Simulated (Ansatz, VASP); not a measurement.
# Si2Mo in VASP and in Ansatz

```
CELL_PARAMETERS angstrom
-1.60000 1.60000 3.93050
1.60000 -1.60000 3.93050
1.60000 1.60000 -3.93050
ATOMIC_POSITIONS crystal
Mo 0.00000 0.00000 0.00000
Si 0.66700 0.66700 0.00000
Si 0.33300 0.33300 0.00000
```

Alike in both runs: task relaxation of cell and atoms; functional revPBE; k mesh 12 × 12 × 12; occupations fermi-dirac, width 0.05 eV; no spin polarisation.

|  | VASP | Ansatz |
| --- | --- | --- |
| version | VASP 6.6.1 | Ansatz 0.2.0 |
| potentials or method | VASP PAW PBE potentials, release 64 (Mo_sv, Si) | Ansatz PAW |
| plane-wave cutoff (eV) | 600 | 420 |
| valence electrons in the cell | 22 | 22 |

|  | VASP | Ansatz | Ansatz less VASP |
| --- | --- | --- | --- |
| gap on the k mesh at the Fermi level, each at its own relaxed structure (eV) | none | none | - |
| relaxed volume (Å³/atom) | 13.70 | 13.71 | +0.008 |
| relaxed cell length with the largest relative difference (Å) | 4.559 | 4.560 | +0.0010 |

VASP's potentials were made for PBE, not for revPBE. A gap of «none» marks a metal or a gap that the smearing closes.

Noted on Ansatz's run: the plane-wave basis is chosen anew once the cell has moved, so the energies of steps on either side of that aren't comparable.
